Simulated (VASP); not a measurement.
# Ir (I4/mmm) in VASP: single point with PBEsol

Aim: the single point of Ir with PBEsol.

Everything below comes from runs of VASP 6.6.1. Logs are shortened: lines on timing, memory, paths and dates and some standing lists are left out, and cuts for length are marked.

### Step 1. The cell of the first run

Symmetry: I4/mmm, No. 139, tetragonal system. The conventional cell has a = 2.859 Å, b = 2.859 Å, c = 3.437 Å, α = 90.00°, β = 90.00°, γ = 90.00°. Within 3.5 Å of Ir (site symmetry 4/mmm) lie 14 Ir at 2.65 to 3.44 Å.

### Step 2. Single point, PBEsol

INCAR

```
SYSTEM = Ir
ALGO     = Normal         ! electronic algorithm
EDIFF    = 1E-6           ! SCF threshold, eV
ENCUT    = 560            ! plane-wave cutoff, eV
GGA      = PS             ! functional
GGA_COMPAT= .False.      
ISIF     = 2              ! what is computed and relaxed
ISMEAR   = 0              ! smearing method
LASPH    = .True.         ! aspherical terms in the spheres
LCHARG   = .False.        ! write CHGCAR
LREAL    = .False.        ! projectors in reciprocal space
LWAVE    = .False.        ! write WAVECAR
NBANDS   = 14             ! bands
NELM     = 120            ! most SCF steps
PREC     = Accurate       ! precision mode
SIGMA    = 0.15           ! smearing width, eV
```

KPOINTS

```
k-points
0
Gamma
  30 30 30
  0 0 0
```

POSCAR

```
Ir
1.0
    0.0000000000      2.0217242930      1.7184656490
    2.0217242930      0.0000000000      1.7184656490
    2.0217242930      2.0217242930      0.0000000000
Ir
1
Direct
    0.0000000000      0.0000000000      0.0000000000
```

Potentials or basis: VASP PAW PBE potentials, release 64 (Ir_sv_GW).

Launch:

```sh
$ cat potpaw_PBE.64/Ir_sv_GW/POTCAR > POTCAR
$ mpirun -np 1 vasp_std > vasp.out
```

OUTCAR:

```text
SYSTEM = Ir
   EDIFF = 1E-6
   ENCUT = 560
   GGA = PS
   ISIF = 2
   ISMEAR = 0
   LASPH = .True.
   LREAL = .False.
   NELM = 120
   PREC = Accurate

 ion  position               nearest neighbor table
   1  0.000  0.000  0.000-

  LATTYP: Found a body centered tetragonal cell.
 ALAT       =     2.8591499145
 C/A-ratio  =     1.2020815280

  Lattice vectors:

 A1 = (   0.0000000000,  -2.0217242930,  -1.7184656490)
 A2 = (   0.0000000000,   2.0217242930,  -1.7184656490)
 A3 = (   2.0217242930,   0.0000000000,   1.7184656490)

Analysis of symmetry for initial positions (statically):
=====================================================================
 Subroutine PRICEL returns:
 Original cell was already a primitive cell.

 Routine SETGRP: Setting up the symmetry group for a
 body centered tetragonal supercell.

 Subroutine GETGRP returns: Found 16 space group operations
 (whereof 16 operations were pure point group operations)
 out of a pool of 16 trial point group operations.

The static configuration has the point symmetry D_4h.

Analysis of symmetry for dynamics (positions and initial velocities):
=====================================================================
 Subroutine PRICEL returns:
 Original cell was already a primitive cell.

 Routine SETGRP: Setting up the symmetry group for a
 body centered tetragonal supercell.

 Subroutine GETGRP returns: Found 16 space group operations
 (whereof 16 operations were pure point group operations)
 out of a pool of 16 trial point group operations.

The dynamic configuration has the point symmetry D_4h.

 Subroutine INISYM returns: Found 16 space group operations
 (whereof 16 operations are pure point group operations),
 and found     1 'primitive' translations

----------------------------------------------------------------------------------------

                                     Primitive cell

  volume of cell :      14.0480

  direct lattice vectors                    reciprocal lattice vectors
     0.000000000  2.021724293  1.718465649    -0.247313643  0.247313643  0.290957227
     2.021724293  0.000000000  1.718465649     0.247313643 -0.247313643  0.290957227
     2.021724293  2.021724293  0.000000000     0.247313643  0.247313643 -0.290957227

  length of vectors
     2.653392791  2.653392791  2.859149915     0.454955145  0.454955145  0.454955145

  position of ions in fractional coordinates (direct lattice)
     0.000000000  0.000000000  0.000000000

  ion indices of the primitive-cell ions
   primitive index   ion index
                 1           1

----------------------------------------------------------------------------------------

 KPOINTS: k-points

Automatic generation of k-mesh.
 Grid dimensions read from file:
 generate k-points for:   30   30   30

 Generating k-lattice:

  Cartesian coordinates                     Fractional coordinates (reciprocal lattice)
    -0.008243788  0.008243788  0.009698574     0.033333333  0.000000000  0.000000000
     0.008243788 -0.008243788  0.009698574     0.000000000  0.033333333  0.000000000
     0.008243788  0.008243788 -0.009698574    -0.000000000 -0.000000000  0.033333333

  Length of vectors
     0.015165172  0.015165172  0.015165172

  Shift w.r.t. Gamma in fractional coordinates (k-lattice)
     0.000000000  0.000000000  0.000000000

 Subroutine IBZKPT returns following result:
 ===========================================

 Found   1992 irreducible k-points:

 Following reciprocal coordinates:
            Coordinates               Weight
  0.000000  0.000000  0.000000      1.000000
  0.033333  0.000000  0.000000      8.000000
  0.066667 -0.000000  0.000000      8.000000
  0.100000 -0.000000  0.000000      8.000000
  0.133333  0.000000  0.000000      8.000000
  0.166667  0.000000  0.000000      8.000000
[... 16 lines left out ...]
  0.233333  0.033333  0.000000      8.000000
  0.266667  0.033333  0.000000      8.000000
 [... further k-points ...]
   k-points           NKPTS =   1992   k-points in BZ     NKDIM =   1992   number of bands    NBANDS=     14
   number of dos      NEDOS =    301   number of ions     NIONS =      1
   total plane-waves  NPLWV =   9600
   dimension x,y,z NGX =    20 NGY =   20 NGZ =   24
   dimension x,y,z NGXF=    40 NGYF=   40 NGZF=   48
   ions per type =               1
   NGX,Y,Z   is equivalent  to a cutoff of  12.53, 12.53, 13.95 a.u.
   NGXF,Y,Z  is equivalent  to a cutoff of  25.06, 25.06, 27.91 a.u.
 SYSTEM =  Ir
   PREC   = accura    normal or accurate (medium, high low for compatibility)
   ISTART =      0    job   : 0-new  1-cont  2-samecut
   ICHARG =      2    charge: 1-file 2-atom 10-const
   ISPIN  =      1    spin polarized calculation?
   LNONCOLLINEAR =      F non collinear calculations
   LSORBIT =      F    spin-orbit coupling
   LASPH  =      T    aspherical Exc in radial PAW
   ENCUT  =  560.0 eV  41.16 Ry    6.42 a.u.   5.12  5.12  5.52*2*pi/ulx,y,z
   NELM   =    120;   NELMIN=  2; NELMDL= -5     # of ELM steps
   EDIFF  = 0.1E-05   stopping-criterion for ELM
   LREAL  =      F    real-space projection
   EDIFFG = 0.1E-04   stopping-criterion for IOM
   NSW    =      0    number of steps for IOM
   IBRION =     -1    ionic relax: 0-MD 1-quasi-New 2-CG
   NFREE  =      0    steps in history (QN), initial steepest desc. (CG)
   ISIF   =      2    stress and relaxation
   ISYM   =      2    0-nonsym 1-usesym 2-fastsym
   POTIM  = 0.5000    time-step for ionic-motion
   TEBEG  =    0.0;   TEEND  =   0.0 temperature during run
   PSTRESS=    0.0 pullay stress
   NELECT =      17.0000    total number of electrons
   NUPDOWN=      -1.0000    fix difference up-down
   EMIN   =  10.00;   EMAX   =-10.00  energy-range for DOS
   EFERMI =   0.00;   METHOD = LEGACY
   ISMEAR =     0;   SIGMA  =   0.15  broadening in eV -4-tet -1-fermi 0-gaus
   EFERMI_NEDOS =   21; number of points for ismear=-14 and -15
   IALGO  =     38    algorithm
   IMIX   =      4    mixing-type and parameters
     AMIX     =   0.40;   BMIX     =  1.00
     AMIX_MAG =   1.60;   BMIX_MAG =  1.00
  volume/ion in A,a.u.               =      14.05        94.80
  Fermi-wavevector in a.u.,A,eV,Ry     =   1.744561  3.296743 41.409252  3.043494
  Thomas-Fermi vector in A             =   2.816417
   LORBIT       =      0    0 simple, 1 ext, 2 COOP (PROOUT), +10 PAW based schemes
   GGA     = PS    functional components
   LHFCALC =     F    Hartree Fock is set to
   AEXX    =    0.0000 exact exchange contribution
   IVDW    =     0    specifies the selected vdW correction
   LEPSILON=     F    determine dielectric tensor
   LRPA    =     F    only Hartree local field effects (RPA)
 non-spin polarized calculation
 Gauss-broadening in eV      SIGMA  =   0.15
  energy-cutoff  :      560.00
  volume of cell :       14.05
 maximum number of plane-waves:       438
   NGX = 11   NGY = 11   NGZ = 11

 number of electron      17.0000000 magnetization

 Free energy of the ion-electron system (eV)
  ---------------------------------------------------
  ext. energy  EPLUGINS =         0.00000000
  ---------------------------------------------------
  free energy    TOTEN  =       -10.14239994 eV

  energy without entropy =      -10.12990578  energy(sigma->0) =      -10.13615286

 E-fermi :  12.7910     XC(G=0): -14.7448

 val. band max:       12.7901398448   @ k =   0.4000   0.0333   0.1667
 cond. band min:      12.7916437012   @ k =   0.4667   0.1667   0.1000
 fundamental gap:      0.0015038564
 Fermi energy:        12.7910443199

 k-point     1 :       0.0000    0.0000    0.0000
  band No.  band energies     occupation
      1     -80.1123      2.00000
      2     -36.5350      2.00000
      3     -36.5350      2.00000
      4     -36.4006      2.00000
      5       1.6304      2.00000
      6       8.5326      2.00000
      7       8.5326      2.00000
      8      10.2574      2.00000
      9      10.3817      2.00000
     10      12.6210      1.89120
     11      26.9219      0.00000
     12      30.3195      0.00000
     13      30.3195      0.00000
     14      36.1929      0.00000

 k-point     2 :       0.0333    0.0000    0.0000
  band No.  band energies     occupation
      1     -80.1114      2.00000
      2     -36.5404      2.00000
      3     -36.5372      2.00000
      4     -36.4045      2.00000
      5       1.6815      2.00000
      6       8.5315      2.00000
      7       8.5525      2.00000
      8      10.2557      2.00000
      9      10.3713      2.00000
     10      12.5990      1.92974
     11      27.0082      0.00000
     12      30.3056      0.00000
     13      30.4003      0.00000
     14      35.8191      0.00000

 k-point     3 :       0.0667   -0.0000    0.0000
  band No.  band energies     occupation
      1     -80.1091      2.00000
      2     -36.5584      2.00000
      3     -36.5440      2.00000
      4     -36.4152      2.00000
      5       1.8330      2.00000
      6       8.5253      2.00000
      7       8.6055      2.00000
      8      10.2583      2.00000
      9      10.3456      2.00000
     10      12.5373      1.98325
     11      27.2574      0.00000
     12      30.2293      0.00000
     13      30.6407      0.00000
     14      35.2192      0.00000

 k-point     4 :       0.1000   -0.0000    0.0000
  band No.  band energies     occupation
      1     -80.1056      2.00000
      2     -36.5918      2.00000
      3     -36.5552      2.00000
      4     -36.4280      2.00000
      5       2.0790      2.00000
      6       8.5076      2.00000
      7       8.6707      2.00000
      8      10.2889      2.00000
      9      10.3195      2.00000
     10      12.4469      1.99882
     11      27.6385      0.00000
     12      30.0069      0.00000
     13      31.0346      0.00000
     14      34.8440      0.00000

 k-point     5 :       0.1333    0.0000    0.0000
  band No.  band energies     occupation
      1     -80.1002      2.00000
      2     -36.6415      2.00000
      3     -36.5695      2.00000
      4     -36.4388      2.00000
      5       2.4089      2.00000
      6       8.4738      2.00000
      7       8.7156      2.00000
      8      10.3104      2.00000
      9      10.3840      2.00000
     10      12.3441      1.99997
     11      28.0881      0.00000
[... 276 lines left out ...]
 k-point    22 :       0.2000    0.0333    0.0000
  band No.  band energies     occupation
      1     -80.0879      2.00000
      2     -36.7652      2.00000
      3     -36.6117      2.00000
      4     -36.4593      2.00000
      5       3.2071      2.00000
      6       8.4584      2.00000
      7       8.6856      2.00000
      8      10.2024      2.00000
      9      10.9763      2.00000
     10      12.0994      2.00000
     11      28.0893      0.00000
     12      29.1383      0.00000
     13      32.6701      0.00000
     14      35.1086      0.00000

 k-point    23 :       0.2333    0.0333    0.0000
  band No.  band energies     occupation
      1     -80.0808      2.00000
      2     -36.8474      2.00000
      3     -36.6330      2.00000
      4     -36.4634      2.00000
      5       3.6512      2.00000
      6       8.4333      2.00000
      7       8.5930      2.00000
      8      10.3098      2.00000
      9      11.3631      2.00000
     10      12.0327      2.00000
     11      27.2867      0.00000
     12      29.2552      0.00000
     13      33.4669      0.00000
     14      35.8076      0.00000

 k-point    24 :       0.2667    0.0333    0.0000
  band No.  band energies     occupation
      1     -80.0734      2.00000
      2     -36.9321      2.00000
      3     -36.6548      2.00000
      4     -36.4668      2.00000
      5       4.0608      2.00000
      6       8.4715      2.00000
      7       8.5068      2.00000
      8      10.4027      2.00000
      9      11.8206      2.00000
     10      12.0386      2.00000
     11      26.4212      0.00000
     12      29.0383      0.00000
     13      34.2742      0.00000
     14      36.2955      0.00000

 [... further k-points ...]

------------------------ aborting loop because EDIFF is reached ----------------------------------------

  FORCE on cell =-STRESS in cart. coord.  units (eV):
  Direction    XX          YY          ZZ          XY          YZ          ZX
  --------------------------------------------------------------------------------------
  -------------------------------------------------------------------------------------
  Total       -1.1433438     -1.1433438      3.1352533      0.0000000     -0.0000000      0.0000000
  in kB     -130.3985396   -130.3985396    357.5761232      0.0000000     -0.0000000      0.0000000
  external PRESSURE =      32.2596813 kB  Pullay stress =       0.0000000 kB

 VOLUME and BASIS-vectors are now :
 -----------------------------------------------------------------------------
  energy-cutoff  :      560.00
  volume of cell :       14.05
      direct lattice vectors                 reciprocal lattice vectors
     0.000000000  2.021724293  1.718465649    -0.247313643  0.247313643  0.290957227
     2.021724293  0.000000000  1.718465649     0.247313643 -0.247313643  0.290957227
     2.021724293  2.021724293  0.000000000     0.247313643  0.247313643 -0.290957227

 POSITION                                       TOTAL-FORCE (eV/Angst)
 -----------------------------------------------------------------------------------
      0.00000      0.00000      0.00000        -0.000000      0.000000      0.000000
 -----------------------------------------------------------------------------------
    total drift:                                0.000000      0.000000     -0.000000

  FREE ENERGIE OF THE ION-ELECTRON SYSTEM (eV)
  ---------------------------------------------------
  free  energy   TOTEN  =       -10.1423999434 eV

  energy  without entropy=      -10.1299057791  energy(sigma->0) =      -10.13615286
```

Wall time 2.1 min (1 thread of Intel Xeon 6975P-C (Granite Rapids), shared host); peak memory 0.53 GiB.

What came out:

```
Free energy            : -10.1424 eV
Pressure               : 3.2 GPa
Band gap on the k mesh : zero (an odd number of electrons rules out a gap without spin polarisation)
```

Levels at points of the mesh, in eV from the Fermi level:
```tsv
k point	band 4	band 5	band 6	band 7	band 8	band 9	band 10	band 11	band 12	band 13
(0.00, 0.00, 0.00)	-49.19	-11.16	-4.26	-4.26	-2.53	-2.41	-0.17	14.13	17.53	17.53
(0.50, 0.00, 0.00)	-49.27	-8.10	-5.01	-2.61	-0.65	0.31	1.68	7.64	13.00	18.07
(0.50, 0.50, 0.00)	-49.78	-7.76	-7.52	1.01	1.64	1.64	4.28	9.71	9.71	13.57
(0.50, 0.00, 0.50)	-49.44	-7.98	-7.00	0.57	0.58	0.66	2.26	9.38	11.72	13.80
```

Caveat: the stress differs along the axes, from -13 to 36 GPa; the PAW data sets were made with another functional, which shifts forces and pressure a little; spin-orbit coupling is left out, which moves the levels of the heavy elements.
